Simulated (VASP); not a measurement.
# NaI (P6_3mc) in VASP: further runs

Runs on NaI. Level: PBE. Tasks: single point, relaxation of cell and atoms.

Program: VASP 6.6.1. These are calculated values, not measurements. Logs are shortened: lines on timing, memory, paths and dates and some standing lists are left out, and cuts for length are marked.

### 1 The cell of the first run

The structure is hexagonal, space group P6_3mc (No. 186). The conventional cell has a = 5.151 Å, b = 5.151 Å, c = 7.973 Å, α = 90.00°, β = 90.00°, γ = 120.00°. Within 4.1 Å of Na (site symmetry 3m) lie 4 I at 3.10 to 3.11 Å. Within 4.1 Å of I (site symmetry 3m) lie 4 Na at 3.10 to 3.11 Å.

### 2 Single point, PBE

Contents of INCAR:

```
  PREC = Accurate
  ENCUT = 520
  EDIFF = 1E-6
  ISMEAR = 0
  SIGMA = 0.02
  LREAL = False
  LASPH = True
  NELM = 100
  ALGO = Normal
  ISIF = 2
  LWAVE = False
  LCHARG = True
  GGA = PE
  LELF = True
  LVHAR = True
  NBANDS = 22
```

Contents of KPOINTS:

```
Automatic mesh
0
Gamma
  6 6 4
```

Contents of POSCAR:

```
NaI
1.0
    5.1507519752      0.0000000000      0.0000000000
   -2.5753759876      4.4606820591      0.0000000000
    0.0000000000      0.0000000000      7.9732331536
Na I
2 2
Direct
    0.3333333333      0.6666666667      0.3816083214
    0.6666666667      0.3333333333      0.8816083214
    0.3333333333      0.6666666667     -0.0084733914
    0.6666666667      0.3333333333      0.4915266086
```

Potentials or basis: VASP PAW PBE potentials, release 64 (Na_pv, I).

Run with:

```console
$ cat potpaw_PBE.64/Na_pv/POTCAR potpaw_PBE.64/I/POTCAR > POTCAR
$ mpirun -np 1 vasp_std > vasp.out
```

OUTCAR:

```text
PREC = Accurate
   ENCUT = 520
   EDIFF = 1E-6
   ISMEAR = 0
   LREAL = False
   LASPH = True
   NELM = 100
   ISIF = 2
   GGA = PE

 ion  position               nearest neighbor table
   1  0.333  0.667  0.382-   4 3.10   4 3.10   4 3.10   3 3.11
   2  0.667  0.333  0.882-   3 3.10   3 3.10   3 3.10   4 3.11
   3  0.333  0.667  0.992-   2 3.10   2 3.10   2 3.10   1 3.11
   4  0.667  0.333  0.492-   1 3.10   1 3.10   1 3.10   2 3.11

  LATTYP: Found a hexagonal cell.
 ALAT       =     5.1507519752
 C/A-ratio  =     1.5479745855

  Lattice vectors:

 A1 = (   5.1507519752,   0.0000000000,   0.0000000000)
 A2 = (  -2.5753759876,   4.4606820591,   0.0000000000)
 A3 = (   0.0000000000,   0.0000000000,   7.9732331536)

Analysis of symmetry for initial positions (statically):
=====================================================================
 Subroutine PRICEL returns:
 Original cell was already a primitive cell.

 Routine SETGRP: Setting up the symmetry group for a
 hexagonal supercell.

 Subroutine GETGRP returns: Found 12 space group operations
 (whereof  6 operations were pure point group operations)
 out of a pool of 24 trial point group operations.

The static configuration has the point symmetry C_3v.
 The point group associated with its full space group is C_6v.

Analysis of symmetry for dynamics (positions and initial velocities):
=====================================================================
 Subroutine PRICEL returns:
 Original cell was already a primitive cell.

 Routine SETGRP: Setting up the symmetry group for a
 hexagonal supercell.

 Subroutine GETGRP returns: Found 12 space group operations
 (whereof  6 operations were pure point group operations)
 out of a pool of 24 trial point group operations.

The dynamic configuration has the point symmetry C_3v.
 The point group associated with its full space group is C_6v.

 Subroutine INISYM returns: Found 12 space group operations
 (whereof  6 operations are pure point group operations),
 and found     1 'primitive' translations

----------------------------------------------------------------------------------------

                                     Primitive cell

  volume of cell :     183.1919

  direct lattice vectors                    reciprocal lattice vectors
     5.150751975  0.000000000  0.000000000     0.194146409  0.112090482  0.000000000
    -2.575375988  4.460682059  0.000000000     0.000000000  0.224180963  0.000000000
     0.000000000  0.000000000  7.973233154     0.000000000  0.000000000  0.125419636

  length of vectors
     5.150751975  5.150751975  7.973233154     0.224180963  0.224180963  0.125419636

  position of ions in fractional coordinates (direct lattice)
     0.333333333  0.666666667  0.381608321
     0.666666667  0.333333333  0.881608321
     0.333333333  0.666666667  0.991526609
     0.666666667  0.333333333  0.491526609

  ion indices of the primitive-cell ions
   primitive index   ion index
                 1           1
                 2           2
                 3           3
                 4           4

----------------------------------------------------------------------------------------

 KPOINTS: Automatic mesh

Automatic generation of k-mesh.
 Grid dimensions read from file:
 generate k-points for:    6    6    4

 Generating k-lattice:

  Cartesian coordinates                     Fractional coordinates (reciprocal lattice)
     0.032357735  0.018681747  0.000000000     0.166666667  0.000000000  0.000000000
     0.000000000  0.037363494  0.000000000     0.000000000  0.166666667  0.000000000
     0.000000000  0.000000000  0.031354909     0.000000000  0.000000000  0.250000000

  Length of vectors
     0.037363494  0.037363494  0.031354909

  Shift w.r.t. Gamma in fractional coordinates (k-lattice)
     0.000000000  0.000000000  0.000000000

 Subroutine IBZKPT returns following result:
 ===========================================

 Found     21 irreducible k-points:

 Following reciprocal coordinates:
            Coordinates               Weight
  0.000000  0.000000  0.000000      1.000000
  0.166667  0.000000  0.000000      6.000000
  0.333333  0.000000  0.000000      6.000000
  0.500000  0.000000  0.000000      3.000000
  0.166667  0.166667  0.000000      6.000000
  0.333333  0.166667  0.000000     12.000000
[... 13 lines left out ...]
  0.333333  0.166667  0.500000     12.000000
  0.333333  0.333333  0.500000      2.000000
   k-points           NKPTS =     21   k-points in BZ     NKDIM =     21   number of bands    NBANDS=     22
   number of dos      NEDOS =    301   number of ions     NIONS =      4
   total plane-waves  NPLWV =  96000
   dimension x,y,z NGX =    40 NGY =   40 NGZ =   60
   dimension x,y,z NGXF=    80 NGYF=   80 NGZF=  120
   ions per type =               2   2
   NGX,Y,Z   is equivalent  to a cutoff of  12.91, 12.91, 12.51 a.u.
   NGXF,Y,Z  is equivalent  to a cutoff of  25.82, 25.82, 25.02 a.u.
 SYSTEM =  unknown system
   PREC   = accura    normal or accurate (medium, high low for compatibility)
   ISTART =      0    job   : 0-new  1-cont  2-samecut
   ICHARG =      2    charge: 1-file 2-atom 10-const
   ISPIN  =      1    spin polarized calculation?
   LNONCOLLINEAR =      F non collinear calculations
   LSORBIT =      F    spin-orbit coupling
   LASPH  =      T    aspherical Exc in radial PAW
   ENCUT  =  520.0 eV  38.22 Ry    6.18 a.u.   9.58  9.58 14.82*2*pi/ulx,y,z
   NELM   =    100;   NELMIN=  2; NELMDL= -5     # of ELM steps
   EDIFF  = 0.1E-05   stopping-criterion for ELM
   LREAL  =      F    real-space projection
   EDIFFG = 0.1E-04   stopping-criterion for IOM
   NSW    =      0    number of steps for IOM
   IBRION =     -1    ionic relax: 0-MD 1-quasi-New 2-CG
   NFREE  =      0    steps in history (QN), initial steepest desc. (CG)
   ISIF   =      2    stress and relaxation
   ISYM   =      2    0-nonsym 1-usesym 2-fastsym
   POTIM  = 0.5000    time-step for ionic-motion
   TEBEG  =    0.0;   TEEND  =   0.0 temperature during run
   PSTRESS=    0.0 pullay stress
   NELECT =      28.0000    total number of electrons
   NUPDOWN=      -1.0000    fix difference up-down
   EMIN   =  10.00;   EMAX   =-10.00  energy-range for DOS
   EFERMI =   0.00;   METHOD = LEGACY
   ISMEAR =     0;   SIGMA  =   0.02  broadening in eV -4-tet -1-fermi 0-gaus
   EFERMI_NEDOS =   21; number of points for ismear=-14 and -15
   IALGO  =     38    algorithm
   IMIX   =      4    mixing-type and parameters
     AMIX     =   0.40;   BMIX     =  1.00
     AMIX_MAG =   1.60;   BMIX_MAG =  1.00
  volume/ion in A,a.u.               =      45.80       309.06
  Fermi-wavevector in a.u.,A,eV,Ry     =   0.875304  1.654084 10.424191  0.766156
  Thomas-Fermi vector in A             =   1.994956
   LORBIT       =      0    0 simple, 1 ext, 2 COOP (PROOUT), +10 PAW based schemes
   GGA     = PE    functional components
   LHFCALC =     F    Hartree Fock is set to
   AEXX    =    0.0000 exact exchange contribution
   IVDW    =     0    specifies the selected vdW correction
   LEPSILON=     F    determine dielectric tensor
   LRPA    =     F    only Hartree local field effects (RPA)
 non-spin polarized calculation
 Gauss-broadening in eV      SIGMA  =   0.02
  energy-cutoff  :      520.00
  volume of cell :      183.19
 maximum number of plane-waves:      4980
 NGX is ok and might be reduce to    40
   NGX = 19   NGY = 19   NGZ = 29

 number of electron      28.0000005 magnetization

 Free energy of the ion-electron system (eV)
  ---------------------------------------------------
  ext. energy  EPLUGINS =         0.00000000
  ---------------------------------------------------
  free energy    TOTEN  =       -10.60468741 eV

  energy without entropy =      -10.60468741  energy(sigma->0) =      -10.60468741

 E-fermi :  -1.0432     XC(G=0):  -6.3579

 val. band max:       -1.1546374256   @ k =   0.0000   0.0000   0.0000
 cond. band min:       2.5427005631   @ k =   0.0000   0.0000   0.0000
 fundamental gap:      3.6973379888
 Fermi energy:        -1.0431797826

 k-point     1 :       0.0000    0.0000    0.0000
  band No.  band energies     occupation
      1     -23.3990      2.00000
      2     -23.3967      2.00000
      3     -23.3945      2.00000
      4     -23.3945      2.00000
      5     -23.3941      2.00000
      6     -23.3941      2.00000
[... 14 lines left out ...]
     21       6.9310      0.00000
     22       6.9559      0.00000

 k-point     2 :       0.1667    0.0000    0.0000
  band No.  band energies     occupation
      1     -23.3988      2.00000
      2     -23.3968      2.00000
      3     -23.3948      2.00000
      4     -23.3945      2.00000
      5     -23.3945      2.00000
      6     -23.3942      2.00000
[... 14 lines left out ...]
     21       6.9517      0.00000
     22       6.9948      0.00000

 k-point     3 :       0.3333    0.0000    0.0000
  band No.  band energies     occupation
      1     -23.3985      2.00000
      2     -23.3971      2.00000
      3     -23.3955      2.00000
      4     -23.3953      2.00000
      5     -23.3947      2.00000
      6     -23.3943      2.00000
[... 14 lines left out ...]
     21       6.7460      0.00000
     22       7.8219      0.00000
[... 401 lines left out ...]
 k-point    20 :       0.3333    0.1667    0.5000
  band No.  band energies     occupation
      1     -23.3980      2.00000
      2     -23.3980      2.00000
      3     -23.3954      2.00000
      4     -23.3954      2.00000
      5     -23.3947      2.00000
      6     -23.3947      2.00000
[... 14 lines left out ...]
     21       7.2042      0.00000
     22       7.2042      0.00000

 k-point    21 :       0.3333    0.3333    0.5000
  band No.  band energies     occupation
      1     -23.3980      2.00000
      2     -23.3980      2.00000
      3     -23.3954      2.00000
      4     -23.3954      2.00000
      5     -23.3949      2.00000
      6     -23.3949      2.00000
[... 14 lines left out ...]
     21       7.3409      0.00000
     22       7.3409      0.00000

------------------------ aborting loop because EDIFF is reached ----------------------------------------

  FORCE on cell =-STRESS in cart. coord.  units (eV):
  Direction    XX          YY          ZZ          XY          YZ          ZX
  --------------------------------------------------------------------------------------
  -------------------------------------------------------------------------------------
  Total        0.0080761      0.0080761      0.0085306      0.0000000      0.0000000      0.0000000
  in kB        0.0706328      0.0706328      0.0746073      0.0000000      0.0000000      0.0000000
  external PRESSURE =       0.0719576 kB  Pullay stress =       0.0000000 kB

 VOLUME and BASIS-vectors are now :
 -----------------------------------------------------------------------------
  energy-cutoff  :      520.00
  volume of cell :      183.19
      direct lattice vectors                 reciprocal lattice vectors
     5.150751975  0.000000000  0.000000000     0.194146409  0.112090482  0.000000000
    -2.575375988  4.460682059  0.000000000     0.000000000  0.224180963  0.000000000
     0.000000000  0.000000000  7.973233154     0.000000000  0.000000000  0.125419636

 POSITION                                       TOTAL-FORCE (eV/Angst)
 -----------------------------------------------------------------------------------
     -0.00000      2.97379      3.04265         0.000000      0.000000      0.000380
      2.57538      1.48689      7.02927        -0.000000     -0.000000      0.000380
     -0.00000      2.97379      7.90567        -0.000000     -0.000000     -0.000380
      2.57538      1.48689      3.91906         0.000000     -0.000000     -0.000380
 -----------------------------------------------------------------------------------
    total drift:                                0.000000      0.000000      0.000850

  FREE ENERGIE OF THE ION-ELECTRON SYSTEM (eV)
  ---------------------------------------------------
  free  energy   TOTEN  =       -10.6046874057 eV

  energy  without entropy=      -10.6046874057  energy(sigma->0) =      -10.60468741
```

It took 1.8 min on 1 thread of AMD EPYC 7R43 (Zen 3), shared host; peak memory 0.27 GiB.

Results:

```
Free energy            : -10.6047 eV
Pressure               : 0.0 GPa
Band gap on the k mesh : 3.70 eV, direct
```

Levels at points of the mesh, in eV from the valence-band top:
| k point | band 10 | band 11 | band 12 | band 13 | band 14 | band 15 | band 16 | band 17 | band 18 | band 19 |
| --- | --- | --- | --- | --- | --- | --- | --- | --- | --- | --- |
| (0.00, 0.00, 0.00) | -0.31 | -0.31 | -0.13 | -0.13 | 0.00 | 3.70 | 5.13 | 7.49 | 7.49 | 7.87 |
| (0.50, 0.00, 0.00) | -0.93 | -0.73 | -0.54 | -0.34 | -0.23 | 5.51 | 5.61 | 6.06 | 7.16 | 7.47 |
| (0.00, 0.00, 0.50) | -0.72 | -0.22 | -0.22 | -0.22 | -0.22 | 4.77 | 4.77 | 7.29 | 7.29 | 7.53 |
| (0.50, 0.00, 0.50) | -1.22 | -0.39 | -0.39 | -0.31 | -0.31 | 5.38 | 5.38 | 6.64 | 6.64 | 7.93 |

Caveat: spin-orbit coupling is left out, which moves the levels of the heavy elements. A k mesh can miss the band edges.

### 3 Relaxation of cell and atoms, PBE

This run uses another cell than the first one, of 48.23 Å³/atom, 1.053 times its volume.

Contents of INCAR:

```
SYSTEM = NaI
PREC = Accurate ; ENCUT = 600
EDIFF = 1E-7 ; ISMEAR = 0
SIGMA = 0.02 ; LREAL = .False.
LASPH = .True. ; NELM = 100
ALGO = Normal ; ISIF = 3
LWAVE = .False. ; LCHARG = .False.
GGA = PE ; IBRION = 2
NSW = 100 ; EDIFFG = -0.01
```

Contents of KPOINTS:

```
Automatic mesh
0
Gamma
  6 6 4
  0 0 0
```

Contents of POSCAR:

```
NaI
1.0
    5.1350000000      0.0000000000      0.0000000000
   -2.5675000000      4.4470404500      0.0000000000
    0.0000000000      0.0000000000      8.4486864700
Na I
2 2
Direct
    0.3333333300      0.6666666700      0.3731349300
    0.6666666700      0.3333333300      0.8731349300
    0.3333333300      0.6666666700      0.0000000000
    0.6666666700      0.3333333300      0.5000000000
```

Potentials or basis: VASP PAW PBE potentials, release 64 (Na_pv, I).

Run with:

```console
$ cat potpaw_PBE.64/Na_pv/POTCAR potpaw_PBE.64/I/POTCAR > POTCAR
$ mpirun -np 1 vasp_std > vasp.out
```

Run time: 17 min. Hardware: 1 thread of AMD EPYC 7R43 (Zen 3), shared host; peak memory 0.34 GiB.

The run converged. Its results:

* Free energy: -10.6051 eV
* Relaxed volume: 45.85 Å³/atom
* Relaxed cell: a = 5.149 Å, b = 5.149 Å, c = 7.988 Å, α = 90.00°, β = 90.00°, γ = 120.00°
* Space group after relaxing (to 0.05 Å): P6_3mc (No. 186)
* Energy gained by relaxing: 4.5 meV/atom
* Ionic steps: 12
* Pressure after relaxing: 0.0 GPa
* Band gap on the k mesh: 3.70 eV, direct

The path:
```csv
step,energy change (eV),largest force (eV/Å),pressure (GPa),volume (Å³)
1,0.0000,0.0149,-0.45,192.93
2,-0.0089,0.0173,-0.28,189.15
3,-0.0138,0.0224,-0.02,184.34
4,-0.0139,0.0232,0.01,183.77
5,-0.0141,0.0231,0.01,183.78
6,-0.0147,0.0228,0.01,183.81
7,-0.0157,0.0222,0.00,183.85
8,-0.0170,0.0229,-0.01,183.92
9,-0.0170,0.0303,-0.04,183.94
10,-0.0173,0.0269,-0.02,183.95
11,-0.0177,0.0162,-0.02,183.73
12,-0.0180,0.0004,0.00,183.38
```

Final structure:
```cif
data_structure
_symmetry_space_group_name_H-M 'P 1'
_symmetry_Int_Tables_number 1
_cell_length_a 5.1486
_cell_length_b 5.1486
_cell_length_c 7.9883
_cell_angle_alpha 90.000
_cell_angle_beta 90.000
_cell_angle_gamma 120.000
_cell_volume 183.38
loop_
_atom_site_label
_atom_site_type_symbol
_atom_site_fract_x
_atom_site_fract_y
_atom_site_fract_z
_atom_site_occupancy
Na1 Na 0.33333 0.66667 0.38128 1
Na2 Na 0.66667 0.33333 0.88128 1
I1 I 0.33333 0.66667 0.99185 1
I2 I 0.66667 0.33333 0.49185 1
```

Levels at points of the mesh, in eV from the valence-band top:
```
           k point  band 10  band 11  band 12  band 13  band 14  band 15  band 16  band 17  band 18
(0.00, 0.00, 0.00)    -0.30    -0.30    -0.13    -0.13     0.00     3.70     5.14     7.50     7.50
(0.50, 0.00, 0.00)    -0.93    -0.72    -0.53    -0.33    -0.22     5.51     5.61     6.06     7.16
(0.00, 0.00, 0.50)    -0.72    -0.21    -0.21    -0.21    -0.21     4.77     4.77     7.29     7.29
(0.50, 0.00, 0.50)    -1.21    -0.39    -0.39    -0.31    -0.31     5.38     5.38     6.64     6.64
```

Caveat: spin-orbit coupling is left out, which moves the levels of the heavy elements. A k mesh can miss the band edges.
